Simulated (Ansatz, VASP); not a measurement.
## One calculation of AlGa2N2, two programs

The input INCAR:

```
SYSTEM = AlGa2N2
ALGO = Normal
EDIFF = 1E-6
EDIFFG = -0.04
ENCUT = 600
GGA = PE
IBRION = 2
ISIF = 3
ISMEAR = 0
LASPH = .True.
LCHARG = .False.
LREAL = .False.
LWAVE = .False.
NELM = 100
NSW = 90
PREC = Accurate
SIGMA = 0.1
```

File KPOINTS:

```
k-points
0
Gamma
  6 6 6
  0 0 0
```

The input POSCAR:

```
AlGa2N2
1.0
    0.0000000000      2.4218115400      5.8149899900
    2.4098770900      0.0000000000      5.8149899900
    2.4098770900      2.4218115400      0.0000000000
Al Ga N
1 2 2
Direct
    0.5000000000      0.5000000000      0.5000000000
    0.2500000000      0.2500000000      0.2500000000
    0.7500000000      0.7500000000      0.7500000000
    0.1428000000      0.1428000000      0.8572000000
    0.8572000000      0.8572000000      0.1428000000
```

Input for Ansatz:

```yaml
crystal:
  lattice:
    - [0.0, 2.42181154, 5.81498999]
    - [2.40987709, 0.0, 5.81498999]
    - [2.40987709, 2.42181154, 0.0]
  atoms:
    - { symbol: Al, position: [0.5, 0.5, 0.5] }
    - { symbol: Ga, position: [0.25, 0.25, 0.25] }
    - { symbol: Ga, position: [0.75, 0.75, 0.75] }
    - { symbol: "N", position: [0.1428, 0.1428, 0.8572] }
    - { symbol: "N", position: [0.8572, 0.8572, 0.1428] }
basis:
  ecutwfc: 420
kpoints:
  mp_grid: { grid: [6, 6, 6] }
hamiltonian:
  xc: pbe
scf:
  occupations: { method: gaussian, width: 0.1 }
  lower_state_search: "off"
output:
  forces: true
  stress: true
  eigenvalues: true
relax:
  adjacent_minimum: "off"
  f_tol: 0.04
  max_steps: 70
  cell: { stress_tol: 0.4 }
```

Change from the starting cell: species swapped into the KCu2Se2 type (Fmmm, No. 69).

Alike in both runs: task relaxation of cell and atoms; functional PBE; k mesh 6 × 6 × 6; occupations gaussian, width 0.1 eV; no spin polarisation.

```csv
,VASP,Ansatz
version,VASP 6.6.1,Ansatz 0.2.0
potentials or method,"VASP PAW PBE potentials, release 64 (Al, Ga_d, N), cutoff 600 eV","scalar-relativistic, plane waves, PAW"
valence electrons in the cell,39,39
```

VASP gave:

| Quantity | Value |
| --- | --- |
| gap on the k mesh at the Fermi level, each at its own relaxed structure (eV) | none |
| relaxed volume (Å³/atom) | 15.82 |
| relaxed cell length with the largest relative difference (Å) | 5.503 |

Problem. Which values does Ansatz return?

Solution. gap on the k mesh at the Fermi level, each at its own relaxed structure (eV): none; relaxed volume (Å³/atom): 15.75; relaxed cell length with the largest relative difference (Å): 5.466.

A gap of «none» marks a metal or a gap that the smearing closes.

Noted on VASP's run: the volume moved by over 15 % at a fixed basis, so the end points are rough.
